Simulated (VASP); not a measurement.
# MnV (Pm-3m) in VASP: further runs

MnV is run at these levels: LDA; tasks: single point.

Program: VASP 6.6.1. These are calculated values, not measurements. Logs are shortened: lines on timing, memory, paths and dates and some standing lists are left out, and cuts for length are marked.

## 1. The cell of the first run

It takes space group Pm-3m (No. 221, cubic). The conventional cell has a = 2.900 Å, b = 2.900 Å, c = 2.900 Å, α = 90.00°, β = 90.00°, γ = 90.00°. Mn (site symmetry m-3m) has 8 V at 2.51 Å and 6 Mn at 2.90 Å within 3.3 Å. V (site symmetry m-3m) has 8 Mn at 2.51 Å and 6 V at 2.90 Å within 3.3 Å.

## 2. Single point, LDA, collinear spin, ferromagnetic start

INCAR reads:

```
SYSTEM = MnV
PREC     = Accurate       ! precision mode
ENCUT    = 520            ! plane-wave cutoff, eV
EDIFF    = 1E-7           ! SCF threshold, eV
ISMEAR   = -1             ! smearing method
SIGMA    = 0.05           ! smearing width, eV
LREAL    = .FALSE.        ! projectors in reciprocal space
LASPH    = .TRUE.         ! aspherical terms in the spheres
NELM     = 150            ! most SCF steps
ALGO     = Normal         ! electronic algorithm
ISIF     = 2              ! what is computed and relaxed
LWAVE    = .FALSE.        ! write WAVECAR
LCHARG   = .FALSE.        ! write CHGCAR
ISPIN    = 2              ! spin polarisation
MAGMOM   = 1.2 1.2        ! initial moments
LORBIT   = 11             ! projections on sites
NUPDOWN  = 2.4            ! fixed moment
LMAXMIX  = 4              ! l up to which the mixer works
NBANDS   = 24             ! bands
```

KPOINTS reads:

```
regular mesh
0
G
  11 11 11
  0 0 0
```

POSCAR reads:

```
MnV
1.0
    2.9000000000      0.0000000000      0.0000000000
    0.0000000000      2.9000000000      0.0000000000
    0.0000000000      0.0000000000      2.9000000000
Mn V
1 1
Direct
    0.0000000000      0.0000000000      0.0000000000
    0.5000000000      0.5000000000      0.5000000000
```

Potentials or basis: VASP PAW LDA potentials, release 64 (Mn_pv, V_sv).

The run is started by

```console
cat potpaw_LDA.64/Mn_pv/POTCAR potpaw_LDA.64/V_sv/POTCAR > POTCAR
mpirun -np 1 vasp_std > vasp.out
```

OUTCAR:

```text
SYSTEM = MnV
   PREC = Accurate
   ENCUT = 520
   EDIFF = 1E-7
   ISMEAR = -1
   LREAL = .FALSE.
   LASPH = .TRUE.
   NELM = 150
   ISIF = 2
   ISPIN = 2
   LORBIT = 11
   NUPDOWN = 2.4

 ion  position               nearest neighbor table
   1  0.000  0.000  0.000-   2 2.51   2 2.51   2 2.51   2 2.51   2 2.51   2 2.51   2 2.51   2 2.51

   2  0.500  0.500  0.500-   1 2.51   1 2.51   1 2.51   1 2.51   1 2.51   1 2.51   1 2.51   1 2.51

  LATTYP: Found a simple cubic cell.
 ALAT       =     2.9000000000

  Lattice vectors:

 A1 = (   2.9000000000,   0.0000000000,   0.0000000000)
 A2 = (   0.0000000000,   2.9000000000,   0.0000000000)
 A3 = (   0.0000000000,   0.0000000000,   2.9000000000)

Analysis of symmetry for initial positions (statically):
=====================================================================
 Subroutine PRICEL returns:
 Original cell was already a primitive cell.

 Routine SETGRP: Setting up the symmetry group for a
 simple cubic supercell.

 Subroutine GETGRP returns: Found 48 space group operations
 (whereof 48 operations were pure point group operations)
 out of a pool of 48 trial point group operations.

The static configuration has the point symmetry O_h .

Analysis of symmetry for dynamics (positions and initial velocities):
=====================================================================
 Subroutine PRICEL returns:
 Original cell was already a primitive cell.

 Routine SETGRP: Setting up the symmetry group for a
 simple cubic supercell.

 Subroutine GETGRP returns: Found 48 space group operations
 (whereof 48 operations were pure point group operations)
 out of a pool of 48 trial point group operations.

The dynamic configuration has the point symmetry O_h .

Analysis of structural, dynamic, and magnetic symmetry:
=====================================================================
 Subroutine PRICEL returns:
 Original cell was already a primitive cell.

 Routine SETGRP: Setting up the symmetry group for a
 simple cubic supercell.

 Subroutine GETGRP returns: Found 48 space group operations
 (whereof 48 operations were pure point group operations)
 out of a pool of 48 trial point group operations.

The overall configuration has the point symmetry O_h .

 Subroutine INISYM returns: Found 48 space group operations
 (whereof 48 operations are pure point group operations),
 and found     1 'primitive' translations

[... 115 lines left out ...]
  volume/ion in A,a.u.               =      12.19        82.29
  Fermi-wavevector in a.u.,A,eV,Ry     =   1.672379  3.160337 38.053459  2.796850
  Thomas-Fermi vector in A             =   2.757536
   LORBIT       =     11    0 simple, 1 ext, 2 COOP (PROOUT), +10 PAW based schemes
   GGA     = CA    functional components
   LHFCALC =     F    Hartree Fock is set to
   AEXX    =    0.0000 exact exchange contribution
   IVDW    =     0    specifies the selected vdW correction
   LEPSILON=     F    determine dielectric tensor
   LRPA    =     F    only Hartree local field effects (RPA)
 spin polarized calculation
  energy-cutoff  :      520.00
  volume of cell :       24.39
 maximum number of plane-waves:       691
 NGX is ok and might be reduce to    24
   NGX = 11   NGY = 11   NGZ = 11

 number of electron      25.9999994 magnetization       2.3999997

 Free energy of the ion-electron system (eV)
  ---------------------------------------------------
  ext. energy  EPLUGINS =         0.00000000
  ---------------------------------------------------
  free energy    TOTEN  =       -19.49636629 eV

  energy without entropy =      -19.45610064  energy(sigma->0) =      -19.47623346

 E-fermi :   9.4707     XC(G=0): -13.6831

 val. band max:       10.6235914163   @ k =   0.4545   0.2727   0.0000
 cond. band min:       9.4879986673   @ k =   0.3636   0.2727   0.0000
 fundamental gap:     -1.1355927491
 Fermi energy:        10.6337579637

 spin component 1

 k-point     1 :       0.0000    0.0000    0.0000
  band No.  band energies     occupation
      1     -53.2882      1.00000
      2     -38.1423      1.00000
      3     -38.1423      1.00000
      4     -38.1423      1.00000
      5     -27.4417      1.00000
      6     -27.4417      1.00000
[... 637 lines left out ...]
     23      28.8390      0.00000
     24      29.2265      0.00000

 [... further k-points ...]

 spin component 2

 k-point     1 :       0.0000    0.0000    0.0000
  band No.  band energies     occupation
      1     -53.0109      1.00000
      2     -36.2706      1.00000
      3     -36.2706      1.00000
      4     -36.2706      1.00000
      5     -27.1670      1.00000
      6     -27.1670      1.00000
[... 637 lines left out ...]
     23      29.1765      0.00000
     24      29.7321      0.00000

 [... further k-points ...]

------------------------ aborting loop because EDIFF is reached ----------------------------------------

  FORCE on cell =-STRESS in cart. coord.  units (eV):
  Direction    XX          YY          ZZ          XY          YZ          ZX
  --------------------------------------------------------------------------------------
  -------------------------------------------------------------------------------------
  Total       -0.8768867     -0.8768867     -0.8768867      0.0000000      0.0000000      0.0000000
  in kB      -57.6049862    -57.6049862    -57.6049862      0.0000000      0.0000000      0.0000000
  external PRESSURE =     -57.6049862 kB  Pullay stress =       0.0000000 kB

 VOLUME and BASIS-vectors are now :
 -----------------------------------------------------------------------------
  energy-cutoff  :      520.00
  volume of cell :       24.39
      direct lattice vectors                 reciprocal lattice vectors
     2.900000000  0.000000000  0.000000000     0.344827586  0.000000000  0.000000000
     0.000000000  2.900000000  0.000000000     0.000000000  0.344827586  0.000000000
     0.000000000  0.000000000  2.900000000     0.000000000  0.000000000  0.344827586

 POSITION                                       TOTAL-FORCE (eV/Angst)
 -----------------------------------------------------------------------------------
      0.00000      0.00000      0.00000         0.000000      0.000000      0.000000
      1.45000      1.45000      1.45000         0.000000      0.000000      0.000000
 -----------------------------------------------------------------------------------
    total drift:                                0.000000      0.000000     -0.000000

  FREE ENERGIE OF THE ION-ELECTRON SYSTEM (eV)
  ---------------------------------------------------
  free  energy   TOTEN  =       -19.4963662893 eV

  energy  without entropy=      -19.4561006373  energy(sigma->0) =      -19.47623346

 total charge

# of ion       s       p       d       tot
------------------------------------------
    1        0.419   6.341   5.168  11.927
    2        2.346   6.244   3.116  11.706
--------------------------------------------------
tot          2.765  12.585   8.284  23.633

 magnetization (x)

# of ion       s       p       d       tot
------------------------------------------
    1        0.017   0.047   1.880   1.944
    2       -0.002   0.026   0.280   0.303
--------------------------------------------------
tot          0.014   0.073   2.160   2.247
```

OSZICAR:

```text
N       E                     dE             d eps       ncg     rms          rms(c)
DAV:   1     0.284997498541E+03    0.28500E+03   -0.14529E+04  5464   0.135E+03
DAV:   2    -0.121861824504E+02   -0.29718E+03   -0.28652E+03  5496   0.420E+02
DAV:   3    -0.220727866330E+02   -0.98866E+01   -0.98381E+01  6088   0.884E+01
DAV:   4    -0.221575501709E+02   -0.84764E-01   -0.84757E-01  6112   0.818E+00
DAV:   5    -0.221589667508E+02   -0.14166E-02   -0.14166E-02  6128   0.104E+00    0.235E+01
DAV:   6    -0.210072955017E+02    0.11517E+01   -0.16457E+01  5672   0.388E+01    0.155E+01
DAV:   7    -0.219176996868E+02   -0.91040E+00   -0.38597E+01  6024   0.335E+01    0.198E+01
DAV:   8    -0.195133572764E+02    0.24043E+01   -0.10725E+01  5976   0.206E+01    0.342E+00
DAV:   9    -0.194982678008E+02    0.15089E-01   -0.12396E-01  5480   0.248E+00    0.152E+00
DAV:  10    -0.194956684817E+02    0.25993E-02   -0.61656E-02  6400   0.146E+00    0.514E-01
DAV:  11    -0.194966086306E+02   -0.94015E-03   -0.19794E-02  6144   0.711E-01    0.260E-01
DAV:  12    -0.194963946520E+02    0.21398E-03   -0.10554E-03  5672   0.325E-01    0.140E-01
DAV:  13    -0.194963679519E+02    0.26700E-04   -0.12462E-04  6408   0.890E-02    0.505E-02
DAV:  14    -0.194963657566E+02    0.21953E-05   -0.33807E-05  6112   0.239E-02    0.115E-02
DAV:  15    -0.194963662481E+02   -0.49151E-06   -0.12521E-06  6048   0.801E-03    0.557E-03
DAV:  16    -0.194963662893E+02   -0.41152E-07   -0.62363E-08  3032   0.255E-03
   1 F= -.19496366E+02 E0= -.19476233E+02  d E =-.402657E-01  mag=     2.4000
```

stdout:

```text
POSCAR found type information on POSCAR MnV
 POSCAR found :  2 types and       2 ions
 scaLAPACK will be used
 LDA part: xc-table for (Slater(with rela. corr.)+CA(PZ))
 , standard interpolation
 POSCAR, INCAR and KPOINTS ok, starting setup
 FFT: planning ... GRIDC
 FFT: planning ... GRID_SOFT
 FFT: planning ... GRID
 WAVECAR not read
 entering main loop
```

It took 81 s on 1 thread of Intel Xeon 8259CL, shared host; peak memory 0.17 GiB.

What came out:

| Item | Value |
| --- | --- |
| Free energy | -19.4964 eV |
| Pressure | -5.8 GPa |
| Net moment | 2.40 μB per cell |
| Site moments | Mn +1.94; V +0.30 μB |
| Valence electrons inside the program's atomic spheres | Mn 11.93; V 11.71 |

Caveat: the cell stands under tension; the total moment is fixed, so each spin has its own Fermi level.

## 3. Single point, LDA, collinear spin, ferromagnetic start

INCAR reads:

```
ALGO     = Normal         # electronic algorithm
EDIFF    = 1E-6           # SCF threshold, eV
ENCUT    = 520            # plane-wave cutoff, eV
GGA      = CA             # functional
ISIF     = 2              # what is computed and relaxed
ISMEAR   = -1             # smearing method
ISPIN    = 2              # spin polarisation
LASPH    = True           # aspherical terms in the spheres
LCHARG   = False          # write CHGCAR
LMAXMIX  = 4              # l up to which the mixer works
LORBIT   = 11             # projections on sites
LREAL    = False          # projectors in reciprocal space
LWAVE    = False          # write WAVECAR
MAGMOM   = 1.6 1.6        # initial moments
NBANDS   = 24             # bands
NELM     = 150            # most SCF steps
NUPDOWN  = 3.2            # fixed moment
PREC     = Accurate       # precision mode
SIGMA    = 0.05           # smearing width, eV
```

KPOINTS reads:

```
k-points
0
Gamma
  11 11 11
```

POSCAR is that of step 2.

Potentials or basis: VASP PAW LDA potentials, release 64 (Mn_pv, V_sv).

The run is started by

```console
cat potpaw_LDA.64/Mn_pv/POTCAR potpaw_LDA.64/V_sv/POTCAR > POTCAR
mpirun -np 1 vasp_std > vasp.out
```

Wall time 74 s (1 thread of Intel Xeon 8259CL, shared host); peak memory 0.17 GiB.

Results (log left out):

| Quantity | Value |
| --- | --- |
| Free energy | -19.0159 eV |
| Pressure | 1.4 GPa |
| Net moment | 3.20 μB per cell |
| Site moments | Mn +2.33; V +0.64 μB |
| Valence electrons inside the program's atomic spheres | Mn 11.93; V 11.73 |

Caveat: the total moment is fixed, so each spin has its own Fermi level.
